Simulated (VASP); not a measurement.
Here is a VASP 6.6.1 calculation.

File INCAR:

```
SYSTEM = BN
PREC = Accurate
ENCUT = 520
EDIFF = 1E-7
ISMEAR = -1
SIGMA = 0.05
LREAL = .False.
LASPH = .True.
NELM = 100
ALGO = Normal
ISIF = 2
LWAVE = .False.
LCHARG = .True.
GGA = PE
LELF = .True.
LVHAR = .True.
NBANDS = 16
```

File KPOINTS:

```
regular mesh
0
Gamma
  7 7 4
  0 0 0
```

The input POSCAR:

```
BN
1.0
    2.5539396017      0.0000000000      0.0000000000
   -1.2769698009      2.2117765748      0.0000000000
    0.0000000000      0.0000000000      4.2268550000
N B
2 2
Direct
    0.3333333333      0.6666666667      0.1252760000
    0.6666666667      0.3333333333      0.6252760000
    0.3333333333      0.6666666667      0.4997240000
    0.6666666667      0.3333333333      0.9997240000
```

Potentials or basis: VASP PAW PBE potentials, release 64 (N, B).

Command:

```console
$ cat potpaw_PBE.64/N/POTCAR potpaw_PBE.64/B/POTCAR > POTCAR
$ mpirun -np 1 vasp_std > vasp.out
```

Task: Estimate the pressure.

Result: 0.2 GPa.

Task: Predict the band gap on the k mesh.

Result: 5.58 eV, indirect (least direct gap 8.23 eV).

Forces in eV/Å, atoms in the order of the input:
```
N    0.000  0.000 -0.016
N    0.000  0.000 -0.016
B    0.000  0.000  0.016
B    0.000  0.000  0.016
```

A k mesh can miss the band edges. A hybrid or GW would open this gap; PBE tends to underestimate it.
